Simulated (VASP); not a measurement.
Ga2AsN:

```
CELL_PARAMETERS angstrom
3.50154 0.00000 0.00000
0.00000 3.50154 0.00000
0.00000 0.00000 4.93601
ATOMIC_POSITIONS crystal
N 0.00000 0.00000 0.00000
Ga 0.00000 0.00000 0.50000
Ga 0.50000 0.50000 0.00000
As 0.50000 0.50000 0.50000
```

```yaml
Program: VASP 6.6.1
Task: relaxation of cell and atoms
Functional: r2SCAN
Potentials_or_basis: VASP PAW PBE potentials, release 64 (N, Ga_d, As)
Cutoff: 600 eV
k_mesh: 6 × 6 × 6
Occupations: fermi-dirac, width 0.02 eV
Spin: no spin polarisation
```

At the start: pressure -4.1 GPa; volume 15.13 Å³/atom.

How do energy, volume and symmetry change on relaxing?

Over 6 steps the energy falls by 8.2 meV/atom and the volume is 14.56 Å³/atom (-3.8 %); space group P4/mmm (No. 123, to 0.1 Å) before and after.

The path:
```tsv
step	energy change (eV)	largest force (eV/Å)	pressure (GPa)	volume (Å³)
1	0.0000	0.0000	-4.13	60.52
2	-0.0257	0.0000	2.26	57.17
3	-0.0324	0.0000	0.11	58.17
4	-0.0324	0.0000	-0.04	58.21
5	-0.0327	0.0000	0.00	58.23
6	-0.0327	0.0000	-0.02	58.23
```

Final structure:
```cif
data_structure
_symmetry_space_group_name_H-M 'P 1'
_symmetry_Int_Tables_number 1
_cell_length_a 3.4657
_cell_length_b 3.4657
_cell_length_c 4.8482
_cell_angle_alpha 90.000
_cell_angle_beta 90.000
_cell_angle_gamma 90.000
_cell_volume 58.23
loop_
_atom_site_label
_atom_site_type_symbol
_atom_site_fract_x
_atom_site_fract_y
_atom_site_fract_z
_atom_site_occupancy
N1 N 0.00000 0.00000 0.00000 1
Ga1 Ga 0.00000 0.00000 0.50000 1
Ga2 Ga 0.50000 0.50000 0.00000 1
As1 As 0.50000 0.50000 0.50000 1
```

Caveat: the PAW data sets were made with another functional, which shifts forces and pressure a little.
